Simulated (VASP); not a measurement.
Crystal: Ti.

```xyz
4
Lattice="2.9229 0.0000 0.0000 -1.4615 2.5313 0.0000 0.0000 0.0000 9.5463" Properties=species:S:1:pos:R:3 pbc="T T T"
Ti    0.0000    0.0000    0.0000
Ti    0.0000    0.0000    4.7732
Ti    0.0000    1.6876    2.3866
Ti    1.4615    0.8438    7.1597
```

* Program: VASP 6.6.1
* Task: relaxation of cell and atoms
* Functional: r2SCAN
* Potentials or basis: VASP PAW PBE potentials, release 64 (Ti_sv)
* Cutoff: 600 eV
* k mesh: 12 × 12 × 4
* Occupations: fermi-dirac, width 0.1 eV
* Spin: no spin polarisation

At the start: pressure -1.0 GPa; volume 17.66 Å³/atom.

Q: How do energy, volume and symmetry change on relaxing?

A: Over 5 steps the energy falls by 2.7 meV/atom and the volume is 17.49 Å³/atom (-1.0 %); space group P6_3/mmc (No. 194, to 0.1 Å) before and after.

The path:
| step | energy change (eV) | largest force (eV/Å) | pressure (GPa) | volume (Å³) |
| --- | --- | --- | --- | --- |
| 1 | 0.0000 | 0.0000 | -0.99 | 70.63 |
| 2 | -0.0086 | 0.0000 | 0.77 | 69.51 |
| 3 | -0.0087 | 0.0000 | 0.65 | 69.59 |
| 4 | -0.0106 | 0.0000 | -0.09 | 70.02 |
| 5 | -0.0107 | 0.0000 | 0.01 | 69.96 |

Final structure:
```cif
data_structure
_symmetry_space_group_name_H-M 'P 1'
_symmetry_Int_Tables_number 1
_cell_length_a 2.9345
_cell_length_b 2.9345
_cell_length_c 9.3811
_cell_angle_alpha 90.000
_cell_angle_beta 90.000
_cell_angle_gamma 120.000
_cell_volume 69.96
loop_
_atom_site_label
_atom_site_type_symbol
_atom_site_fract_x
_atom_site_fract_y
_atom_site_fract_z
_atom_site_occupancy
Ti1 Ti 0.00000 0.00000 0.00000 1
Ti2 Ti 0.00000 0.00000 0.50000 1
Ti3 Ti 0.33333 0.66667 0.25000 1
Ti4 Ti 0.66667 0.33333 0.75000 1
```

Caveat: the highest band is partly filled, so the run has too few bands; the PAW data sets were made with another functional, which shifts forces and pressure a little.
